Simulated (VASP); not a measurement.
# CaOsO3 (Pm-3m) in VASP: notebook

The runs below take CaOsO3 through single point, with LDA.

All numbers are computed with VASP 6.6.1; they aren't measurements. Logs are shortened: lines on timing, memory, paths and dates and some standing lists are left out, and cuts for length are marked.

**1. The cell of the first run**

The structure is cubic, space group Pm-3m (No. 221). Conventional cell: a = 3.952 Å, b = 3.952 Å, c = 3.952 Å, α = 90.00°, β = 90.00°, γ = 90.00°. Within 3.7 Å of Ca (site symmetry m-3m) lie 12 O at 2.79 Å and 8 Os at 3.42 Å. Os (site symmetry m-3m) has 6 O at 1.98 Å within 2.6 Å. Within 2.6 Å of O (site symmetry 4/mmm) lie 2 Os at 1.98 Å.

**2. Single point, LDA**

INCAR

```
ALGO = Normal
EDIFF = 1E-6
ENCUT = 520
GGA = CA
ISIF = 2
ISMEAR = -1
LASPH = True
LCHARG = False
LREAL = False
LWAVE = False
NBANDS = 26
NELM = 100
PREC = Accurate
SIGMA = 0.05
```

KPOINTS

```
k-points
0
Gamma
  2 2 2
```

POSCAR

```
CaOsO3
1.0
    3.9521630000      0.0000000000      0.0000000000
    0.0000000000      3.9521630000      0.0000000000
    0.0000000000      0.0000000000      3.9521630000
Ca Os O
1 1 3
Direct
    0.0000000000      0.0000000000      0.0000000000
    0.5000000000      0.5000000000      0.5000000000
    0.5000000000      0.5000000000      0.0000000000
    0.5000000000      0.0000000000      0.5000000000
    0.0000000000      0.5000000000      0.5000000000
```

Potentials or basis: VASP PAW LDA potentials, release 64 (Ca_sv, Os, O).

Launch:

```
$ cat potpaw_LDA.64/Ca_sv/POTCAR potpaw_LDA.64/Os/POTCAR potpaw_LDA.64/O/POTCAR > POTCAR
$ mpirun -np 1 vasp_std > vasp.out
```

OUTCAR:

```text
EDIFF = 1E-6
   ENCUT = 520
   GGA = CA
   ISIF = 2
   ISMEAR = -1
   LASPH = True
   LREAL = False
   NELM = 100
   PREC = Accurate

 ion  position               nearest neighbor table
   1  0.000  0.000  0.000-
   2  0.500  0.500  0.500-   3 1.98   4 1.98   5 1.98   3 1.98   4 1.98   5 1.98
   3  0.500  0.500  0.000-   2 1.98   2 1.98
   4  0.500  0.000  0.500-   2 1.98   2 1.98
   5  0.000  0.500  0.500-   2 1.98   2 1.98

  LATTYP: Found a simple cubic cell.
 ALAT       =     3.9521630000

  Lattice vectors:

 A1 = (   3.9521630000,   0.0000000000,   0.0000000000)
 A2 = (   0.0000000000,   3.9521630000,   0.0000000000)
 A3 = (   0.0000000000,   0.0000000000,   3.9521630000)

Analysis of symmetry for initial positions (statically):
=====================================================================
 Subroutine PRICEL returns:
 Original cell was already a primitive cell.

 Routine SETGRP: Setting up the symmetry group for a
 simple cubic supercell.

 Subroutine GETGRP returns: Found 48 space group operations
[... 9 lines left out ...]

 Routine SETGRP: Setting up the symmetry group for a
 simple cubic supercell.

 Subroutine GETGRP returns: Found 48 space group operations
[... 11 lines left out ...]
                                     Primitive cell

  volume of cell :      61.7312

  direct lattice vectors                    reciprocal lattice vectors
     3.952163000  0.000000000  0.000000000     0.253026001  0.000000000  0.000000000
     0.000000000  3.952163000  0.000000000     0.000000000  0.253026001  0.000000000
     0.000000000  0.000000000  3.952163000     0.000000000  0.000000000  0.253026001

  length of vectors
     3.952163000  3.952163000  3.952163000     0.253026001  0.253026001  0.253026001

  position of ions in fractional coordinates (direct lattice)
     0.000000000  0.000000000  0.000000000
     0.500000000  0.500000000  0.500000000
     0.500000000  0.500000000  0.000000000
     0.500000000  0.000000000  0.500000000
     0.000000000  0.500000000  0.500000000

  ion indices of the primitive-cell ions
   primitive index   ion index
                 1           1
                 2           2
                 3           3
                 4           4
                 5           5

----------------------------------------------------------------------------------------

 KPOINTS: k-points

Automatic generation of k-mesh.
 Grid dimensions read from file:
 generate k-points for:    2    2    2

 Generating k-lattice:

  Cartesian coordinates                     Fractional coordinates (reciprocal lattice)
     0.126513001  0.000000000  0.000000000     0.500000000  0.000000000  0.000000000
     0.000000000  0.126513001  0.000000000     0.000000000  0.500000000  0.000000000
     0.000000000  0.000000000  0.126513001     0.000000000  0.000000000  0.500000000

  Length of vectors
     0.126513001  0.126513001  0.126513001

  Shift w.r.t. Gamma in fractional coordinates (k-lattice)
     0.000000000  0.000000000  0.000000000

 Subroutine IBZKPT returns following result:
 ===========================================

 Found      4 irreducible k-points:

 Following reciprocal coordinates:
            Coordinates               Weight
  0.000000  0.000000  0.000000      1.000000
  0.500000  0.000000  0.000000      3.000000
  0.500000  0.500000  0.000000      3.000000
  0.500000  0.500000  0.500000      1.000000
   k-points           NKPTS =      4   k-points in BZ     NKDIM =      4   number of bands    NBANDS=     26
   number of dos      NEDOS =    301   number of ions     NIONS =      5
   total plane-waves  NPLWV =  27000
   dimension x,y,z NGX =    30 NGY =   30 NGZ =   30
   dimension x,y,z NGXF=    60 NGYF=   60 NGZF=   60
   ions per type =               1   1   3
   NGX,Y,Z   is equivalent  to a cutoff of  12.62, 12.62, 12.62 a.u.
   NGXF,Y,Z  is equivalent  to a cutoff of  25.24, 25.24, 25.24 a.u.
 SYSTEM =  unknown system
   PREC   = accura    normal or accurate (medium, high low for compatibility)
   ISTART =      0    job   : 0-new  1-cont  2-samecut
   ICHARG =      2    charge: 1-file 2-atom 10-const
   ISPIN  =      1    spin polarized calculation?
   LNONCOLLINEAR =      F non collinear calculations
   LSORBIT =      F    spin-orbit coupling
   LASPH  =      T    aspherical Exc in radial PAW
   ENCUT  =  520.0 eV  38.22 Ry    6.18 a.u.   7.35  7.35  7.35*2*pi/ulx,y,z
   NELM   =    100;   NELMIN=  2; NELMDL= -5     # of ELM steps
   EDIFF  = 0.1E-05   stopping-criterion for ELM
   LREAL  =      F    real-space projection
   EDIFFG = 0.1E-04   stopping-criterion for IOM
   NSW    =      0    number of steps for IOM
   IBRION =     -1    ionic relax: 0-MD 1-quasi-New 2-CG
   NFREE  =      0    steps in history (QN), initial steepest desc. (CG)
   ISIF   =      2    stress and relaxation
   ISYM   =      2    0-nonsym 1-usesym 2-fastsym
   POTIM  = 0.5000    time-step for ionic-motion
   TEBEG  =    0.0;   TEEND  =   0.0 temperature during run
   PSTRESS=    0.0 pullay stress
   NELECT =      36.0000    total number of electrons
   NUPDOWN=      -1.0000    fix difference up-down
   EMIN   =  10.00;   EMAX   =-10.00  energy-range for DOS
   EFERMI =   0.00;   METHOD = LEGACY
   ISMEAR =    -1;   SIGMA  =   0.05  broadening in eV -4-tet -1-fermi 0-gaus
   EFERMI_NEDOS =   21; number of points for ismear=-14 and -15
   IALGO  =     38    algorithm
   IMIX   =      4    mixing-type and parameters
     AMIX     =   0.40;   BMIX     =  1.00
     AMIX_MAG =   1.60;   BMIX_MAG =  1.00
  volume/ion in A,a.u.               =      12.35        83.32
  Fermi-wavevector in a.u.,A,eV,Ry     =   1.367752  2.584677 25.453053  1.870747
  Thomas-Fermi vector in A             =   2.493777
   LORBIT       =      0    0 simple, 1 ext, 2 COOP (PROOUT), +10 PAW based schemes
   GGA     = CA    functional components
   LHFCALC =     F    Hartree Fock is set to
   AEXX    =    0.0000 exact exchange contribution
   IVDW    =     0    specifies the selected vdW correction
   LEPSILON=     F    determine dielectric tensor
   LRPA    =     F    only Hartree local field effects (RPA)
 non-spin polarized calculation
  energy-cutoff  :      520.00
  volume of cell :       61.73
 maximum number of plane-waves:      1654
 NGX is ok and might be reduce to    30
   NGX = 15   NGY = 15   NGZ = 15

 number of electron      35.9999984 magnetization

 Free energy of the ion-electron system (eV)
  ---------------------------------------------------
  ext. energy  EPLUGINS =         0.00000000
  ---------------------------------------------------
  free energy    TOTEN  =       -39.22827833 eV

  energy without entropy =      -39.15225087  energy(sigma->0) =      -39.19026460

 E-fermi :   5.8623     XC(G=0): -11.6423

 val. band max:        5.8034139971   @ k =   0.5000   0.0000   0.0000
 cond. band min:       6.0323887817   @ k =   0.0000   0.0000   0.0000
 fundamental gap:      0.2289747846
 Fermi energy:         5.8622508714

 k-point     1 :       0.0000    0.0000    0.0000
  band No.  band energies     occupation
      1     -35.7036      2.00000
      2     -16.9488      2.00000
      3     -16.9488      2.00000
      4     -16.9488      2.00000
      5     -14.4965      2.00000
      6     -13.3996      2.00000
      7     -13.3996      2.00000
      8      -0.2139      2.00000
      9      -0.2139      2.00000
     10      -0.2139      2.00000
     11       2.0574      2.00000
     12       2.0574      2.00000
     13       2.0574      2.00000
     14       2.3939      2.00000
     15       2.3939      2.00000
     16       2.3939      2.00000
     17       2.5818      2.00000
     18       2.5818      2.00000
     19       2.5819      2.00000
     20       6.0324      0.06442
     21       6.0325      0.06426
     22       7.6725      0.00000
     23       7.7462      0.00000
     24       7.7462      0.00000
     25       9.4757      0.00000
     26       9.4757      0.00000

 k-point     2 :       0.5000    0.0000    0.0000
  band No.  band energies     occupation
      1     -35.6983      2.00000
      2     -17.1588      2.00000
      3     -16.9395      2.00000
      4     -16.9395      2.00000
      5     -13.8923      2.00000
      6     -13.3672      2.00000
      7     -12.9036      2.00000
      8      -3.2745      2.00000
      9      -0.3143      2.00000
     10      -0.3143      2.00000
     11       0.0499      2.00000
     12       0.0499      2.00000
     13       0.4649      2.00000
     14       1.3265      2.00000
     15       2.1492      2.00000
     16       2.1492      2.00000
     17       2.7027      2.00000
     18       5.8034      1.52914
     19       5.8034      1.52872
     20       6.0516      0.04432
     21       8.6725      0.00000
     22       8.9946      0.00000
     23       9.0729      0.00000
     24       9.1560      0.00000
     25      10.0845      0.00000
     26      10.0845      0.00000

 k-point     3 :       0.5000    0.5000    0.0000
  band No.  band energies     occupation
      1     -35.6936      2.00000
      2     -17.0620      2.00000
      3     -17.0620      2.00000
      4     -16.9279      2.00000
      5     -13.7479      2.00000
      6     -12.7563      2.00000
      7     -12.7563      2.00000
      8      -3.3519      2.00000
      9      -3.2034      2.00000
     10      -2.3257      2.00000
     11      -0.5158      2.00000
     12      -0.5158      2.00000
     13       0.7949      2.00000
     14       1.2730      2.00000
     15       1.2730      2.00000
     16       3.1167      2.00000
     17       5.7625      1.76060
     18       5.7625      1.76060
     19       6.2897      0.00039
     20       7.2434      0.00000
     21       9.2014      0.00000
     22       9.5892      0.00000
     23      10.1219      0.00000
     24      10.1219      0.00000
     25      10.2488      0.00000
     26      12.3692      0.00000

 k-point     4 :       0.5000    0.5000    0.5000
  band No.  band energies     occupation
      1     -35.6889      2.00000
      2     -17.0140      2.00000
      3     -17.0140      2.00000
      4     -17.0140      2.00000
      5     -12.8322      2.00000
      6     -12.8322      2.00000
      7     -12.8322      2.00000
      8      -3.3781      2.00000
      9      -3.1889      2.00000
     10      -3.1888      2.00000
     11      -1.9299      2.00000
     12      -1.9299      2.00000
     13      -1.9299      2.00000
     14       3.2054      2.00000
     15       3.2054      2.00000
     16       3.2054      2.00000
     17       6.5993      0.00000
     18       6.5993      0.00000
     19       6.5994      0.00000
     20       8.6255      0.00000
     21       8.6255      0.00000
     22       8.6255      0.00000
     23       9.9721      0.00000
     24       9.9721      0.00000
     25      10.9038      0.00000
     26      12.3713      0.00000

------------------------ aborting loop because EDIFF is reached ----------------------------------------

  FORCE on cell =-STRESS in cart. coord.  units (eV):
  Direction    XX          YY          ZZ          XY          YZ          ZX
  --------------------------------------------------------------------------------------
  -------------------------------------------------------------------------------------
  Total       -4.0474411     -4.0474411     -4.0474411      0.0000000      0.0000000      0.0000000
  in kB     -105.0477061   -105.0477061   -105.0477061      0.0000000      0.0000000      0.0000000
  external PRESSURE =    -105.0477061 kB  Pullay stress =       0.0000000 kB

 VOLUME and BASIS-vectors are now :
 -----------------------------------------------------------------------------
  energy-cutoff  :      520.00
  volume of cell :       61.73
      direct lattice vectors                 reciprocal lattice vectors
     3.952163000  0.000000000  0.000000000     0.253026001  0.000000000  0.000000000
     0.000000000  3.952163000  0.000000000     0.000000000  0.253026001  0.000000000
     0.000000000  0.000000000  3.952163000     0.000000000  0.000000000  0.253026001

 POSITION                                       TOTAL-FORCE (eV/Angst)
 -----------------------------------------------------------------------------------
      0.00000      0.00000      0.00000         0.000000      0.000000      0.000000
      1.97608      1.97608      1.97608         0.000000      0.000000      0.000000
      1.97608      1.97608      0.00000         0.000000      0.000000      0.000000
      1.97608      0.00000      1.97608         0.000000      0.000000      0.000000
      0.00000      1.97608      1.97608         0.000000      0.000000      0.000000
 -----------------------------------------------------------------------------------
    total drift:                                0.000000      0.000000     -0.000000

  FREE ENERGIE OF THE ION-ELECTRON SYSTEM (eV)
  ---------------------------------------------------
  free  energy   TOTEN  =       -39.2282783272 eV

  energy  without entropy=      -39.1522508726  energy(sigma->0) =      -39.19026460
```

Run time: 4 s. Hardware: 1 thread of AMD EPYC 9R45 (Zen 5), shared host; peak memory 0.11 GiB.

Results:

| Item | Value |
| --- | --- |
| Free energy | -39.2283 eV |
| Pressure | -10.5 GPa |
| Band gap on the k mesh | zero (band 18 reaches 6.60 eV, above the bottom of band 19 at 2.58 eV) |

Caveat: the k points lie up to 0.79 Å⁻¹ apart; spin-orbit coupling is left out, which moves the levels of the heavy elements.

**3. Single point, LDA**

INCAR

```
ALGO = Normal ; EDIFF = 1E-7
ENCUT = 520 ; GGA = CA
ISIF = 2 ; ISMEAR = -1
LASPH = T ; LCHARG = T
LELF = T ; LREAL = F
LVHAR = T ; LWAVE = F
NBANDS = 26 ; NELM = 80
PREC = Accurate ; SIGMA = 0.05
```

KPOINTS

```
k-points
0
Gamma
  3 3 3
```

POSCAR is that of step 2.

Potentials or basis: VASP PAW LDA potentials, release 64 (Ca_sv, Os, O).

Launch:

```
$ cat potpaw_LDA.64/Ca_sv/POTCAR potpaw_LDA.64/Os/POTCAR potpaw_LDA.64/O/POTCAR > POTCAR
$ mpirun -np 1 vasp_std > vasp.out
```

Wall time 4.8 s (1 thread of AMD EPYC 9R45 (Zen 5), shared host); peak memory 0.12 GiB.

It converged, with:

```yaml
Free_energy: -39.6856 eV
Pressure: -11.2 GPa
Band_gap_on_the_k_mesh: zero (band 18 reaches 5.89 eV, above the bottom of band 19 at 2.64 eV)
```

Levels at points of the mesh, in eV from the Fermi level:
```tsv
k point	band 16	band 17	band 18	band 19	band 20	band 21	band 22	band 23
(0.00, 0.00, 0.00)	-3.44	-3.04	-3.04	-3.04	0.42	0.42	1.97	2.12
```

Caveat: the k points lie up to 0.53 Å⁻¹ apart; spin-orbit coupling is left out, which moves the levels of the heavy elements.

**4. Single point, LDA**

INCAR

```
SYSTEM = CaOsO3
PREC = Accurate ; ENCUT = 520
EDIFF = 1E-7 ; ISMEAR = -1
SIGMA = 0.05 ; LREAL = .False.
LASPH = .True. ; NELM = 100
ALGO = Normal ; ISIF = 2
LWAVE = .False. ; LCHARG = .False.
NBANDS = 26
```

KPOINTS

```
Automatic mesh
0
Gamma
  4 4 4
  0 0 0
```

POSCAR is that of step 3.

Launch:

```
$ cat potpaw_LDA.64/Ca_sv/POTCAR potpaw_LDA.64/Os/POTCAR potpaw_LDA.64/O/POTCAR > POTCAR
$ mpirun -np 1 vasp_std > vasp.out
```

Wall time 9.1 s (1 thread of AMD EPYC 9R45 (Zen 5), shared host); peak memory 0.12 GiB.

Results (log left out):

* Free energy: -40.2714 eV
* Pressure: -12.8 GPa
* Band gap on the k mesh: zero (band 18 reaches 6.65 eV, above the bottom of band 19 at 2.71 eV)

Levels at points of the mesh, in eV from the Fermi level:
```
           k point  band 16  band 17  band 18  band 19  band 20  band 21
(0.00, 0.00, 0.00)    -3.67    -3.12    -3.12    -3.12     0.33     0.33
(0.50, 0.00, 0.00)    -3.90    -3.00    -0.03    -0.03     0.35     2.88
(0.50, 0.50, 0.00)    -2.93    -0.05    -0.05     0.54     1.50     3.42
(0.50, 0.50, 0.50)    -2.85     0.83     0.83     0.83     2.84     2.84
```

Caveat: the k points lie up to 0.40 Å⁻¹ apart; spin-orbit coupling is left out, which moves the levels of the heavy elements.

**5. Single point, LDA**

INCAR

```
SYSTEM = CaOsO3
PREC = Accurate ; ENCUT = 520
EDIFF = 1E-6 ; ISMEAR = -1
SIGMA = 0.05 ; LREAL = .FALSE.
LASPH = .TRUE. ; NELM = 100
ALGO = Normal ; ISIF = 2
LWAVE = .FALSE. ; LCHARG = .TRUE.
LELF = .TRUE. ; LVHAR = .TRUE.
NBANDS = 26
```

KPOINTS

```
regular mesh
0
G
  5 5 5
  0 0 0
```

POSCAR is that of step 4.

Launch:

```
$ cat potpaw_LDA.64/Ca_sv/POTCAR potpaw_LDA.64/Os/POTCAR potpaw_LDA.64/O/POTCAR > POTCAR
$ mpirun -np 1 vasp_std > vasp.out
```

Wall time 8.4 s (1 thread of AMD EPYC 9R45 (Zen 5), shared host); peak memory 0.12 GiB.

The run converged. Its results:

| Property | Result |
| --- | --- |
| Free energy | -40.1397 eV |
| Pressure | -11.9 GPa |
| Band gap on the k mesh | zero (band 18 reaches 6.39 eV, above the bottom of band 19 at 2.72 eV) |

Levels at points of the mesh, in eV from the Fermi level:
```csv
k point,band 15,band 16,band 17,band 18,band 19,band 20,band 21,band 22,band 23,band 24
"(0.00, 0.00, 0.00)",-3.55,-3.55,-3.00,-3.00,-3.00,0.47,0.47,1.91,2.06,2.06
```

Caveat: spin-orbit coupling is left out, which moves the levels of the heavy elements.

**6. Summary**

```tsv
k mesh	gap on the mesh (eV)	pressure (GPa)
2 × 2 × 2	none	-10.5
3 × 3 × 3	none	-11.2
4 × 4 × 4	none	-12.8
5 × 5 × 5	none	-11.9
```

Alike in all rows: task single point; level LDA; potentials or basis VASP PAW LDA potentials, release 64 (Ca_sv, Os, O); no spin polarisation; cell as given; cutoff (eV) 520; smearing fermi-dirac 0.05 eV.

Caveats: some runs use coarse meshes; spin-orbit coupling is left out, which moves the levels of the heavy elements.

Total energies depend on the potentials used, so only differences within one code and one set of settings carry meaning.
